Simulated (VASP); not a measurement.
Write the native input for VASP 6.6.1 that does the following.

```
Task                   : single point
Functional             : LDA
Potentials or basis    : VASP PAW LDA potentials, release 64 (Ir)
Cutoff                 : 520 eV
k mesh                 : 16 × 16 × 12
Occupations            : gaussian, width 0.15 eV
Spin                   : no spin polarisation
Dipole correction      : no
Further INCAR settings : ALGO = Fast; EDIFF = 1e-07; NBANDS = 16
```

The structure of Ir lies in POSCAR:

```
Ir
1.0
    0.0000000000     -1.9054060557     -1.9054060557
    0.0000000000      1.9054060557     -1.9054060557
    3.8108121114      0.0000000000      0.0000000000
Ir
2
Direct
    0.5151148885      0.4848851115      0.4943843991
   -0.0151148885      0.0151148885      0.0056156009
```

This cell differs from its parent crystal: atoms displaced along several vibrational modes.

One way to write it, as run:

INCAR

```
SYSTEM = Ir
PREC = Accurate ; ENCUT = 520
EDIFF = 1E-7 ; ISMEAR = 0
SIGMA = 0.15 ; LREAL = .FALSE.
LASPH = .TRUE. ; NELM = 100
ALGO = Fast ; ISIF = 2
LWAVE = .FALSE. ; LCHARG = .TRUE.
LELF = .TRUE. ; LVHAR = .TRUE.
NBANDS = 16
```

KPOINTS

```
Automatic mesh
0
G
  16 16 12
  0 0 0
```

Potentials or basis: VASP PAW LDA potentials, release 64 (Ir).

Run with:

```bash
$ cat potpaw_LDA.64/Ir/POTCAR > POTCAR
$ mpirun -np 1 vasp_std > vasp.out
```

It gave:

```json
{
  "Pressure": "4.6 GPa",
  "Largest force": "1.150 eV/Å",
  "Band gap on the k mesh": "zero (bands 9 and 10 overlap by 3.28 eV)"
}
```

Caveat: the cell differs from its parent crystal (atoms displaced along several vibrational modes); the cell stands under pressure; spin-orbit coupling is left out, which moves the levels of the heavy elements; forces of over 1 eV/Å act on the atoms, so gaps and moduli don't describe the material at rest.

It took 4.4 min on 1 thread of Intel Xeon 8259CL (shared host), peak memory 0.4 GiB.
